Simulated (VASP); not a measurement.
Runs of VASP 6.6.1 on Br. The structure is that of space group Im-3m (No. 229), or close to it. The cells are those of the table. 

| task | cell | cutoff (eV) | gap on the mesh (eV) | pressure (GPa) |
| --- | --- | --- | --- | --- |
| relaxation of cell and atoms | relaxed from a = 3.239 Å, angles 109.5°, 1 atom | 500 | none | 0.0 |
| single point | a = 3.245 Å, angles 109.5°, 1 atom | 520 | none | (a) |
| single point | a = 3.261 Å, angles 109.5°, 1 atom | 520 | none | 0.0 |
| single point | a = 3.261 Å, angles 109.5°, 1 atom | 500 | none | 0.0 |
| single point | a = 3.277 Å, angles 109.5°, 1 atom | 520 | none | -0.4 |

Alike in all rows: level PBE; potentials or basis VASP PAW PBE potentials, release 64 (Br); no spin polarisation; k mesh 15 × 15 × 15; smearing fermi-dirac 0.05 eV.

Fill in the values left out.

(a) 0.5.

Caveats: an odd number of electrons without spin polarisation forces a metal; a magnetic or distorted state may lie lower.

A k mesh can miss the band edges, and the runs leave out spin-orbit coupling on Br.

A gap of «none» marks levels without a gap at the run's occupations.
